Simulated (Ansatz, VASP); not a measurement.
**One calculation of SrO, two programs**

```
Sr O
1.0
     0.00968    2.58015    2.58015
     2.58015    0.00968    2.58015
     2.58982    2.58982    0.00000
Sr O
1 1
Direct
  0.00000 0.00000 0.00000
  0.50000 0.50000 0.50000
```

Change from the starting cell: strain +0.0075 x Voigt [0, 0, 0, 0, 0, 1], atoms carried along.

Alike in both runs: task single point; functional r2SCAN; k mesh 8 × 8 × 8; occupations gaussian, width 0.05 eV; no spin polarisation.

|  | VASP | Ansatz |
| --- | --- | --- |
| version | VASP 6.6.1 | Ansatz 0.2.0 |
| potentials or method | VASP PAW PBE potentials, release 64 (Sr_sv, O), cutoff 520 eV | scalar-relativistic, plane waves, PAW |
| valence electrons in the cell | 16 | 16 |

|  | VASP | Ansatz | Ansatz less VASP |
| --- | --- | --- | --- |
| gap on the k mesh at the Fermi level (eV) | 3.74 | 3.79 | +0.052 |
| least direct gap on the mesh (eV) | 3.83 | 3.87 | +0.040 |
| pressure (GPa) | 0.5 | 0.0 | -0.52 |
| traceless stress, the component that is largest in VASP (GPa) | -0.42 | -0.42 | -0.001 |

VASP's potentials were made for PBE, not for r2SCAN. The functional is the same, so the differences come from potentials, cutoffs and numerics.
